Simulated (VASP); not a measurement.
Runs of VASP 6.6.1 on AgCl. The structure is that of space group Fm-3m (No. 225), or close to it. The cells are those of the table. 

```csv
level,cell,k mesh,cutoff (eV),gap on the mesh (eV),pressure (GPa)
r2SCAN,"a = 3.882 Å, angles 60.0°, 2 atoms",6 × 6 × 6,550,1.42,1.6
r2SCAN,"a = 3.961 Å, angles 60.0°, 2 atoms",6 × 6 × 6,550,1.43,(b)
PBE,"a = 3.968 Å, angles 60.0°, 2 atoms",6 × 6 × 6,500,0.92,-0.1
PBE,"a = 4.007 Å, angles 60.0°, 2 atoms",6 × 6 × 6,500,0.93,-1.2
PBE,"a = 3.887 Å, angles 60.0°, 2 atoms",6 × 6 × 6,500,0.90,(a)
PBE,"a = 4.046 Å, angles 60.0°, 2 atoms",6 × 6 × 6,500,0.95,-2.2
r2SCAN,"a = 3.922 Å, angles 60.0°, 2 atoms",8 × 8 × 8,550,1.42,-0.1
PBE,"a = 3.922 Å, angles 60.0°, 2 atoms",8 × 8 × 8,500,0.91,1.5
```

Alike in all rows: task single point; potentials or basis VASP PAW PBE potentials, release 64 (Ag, Cl); no spin polarisation; smearing gaussian 0.01 eV.

Problem. Fill in the values left out.

Solution. (a) 2.9; (b) -1.5.

Caveats: the PAW data sets were made with another functional, which shifts forces and pressure a little (at least some runs).

A k mesh can miss the band edges, and the runs leave out spin-orbit coupling on Ag.
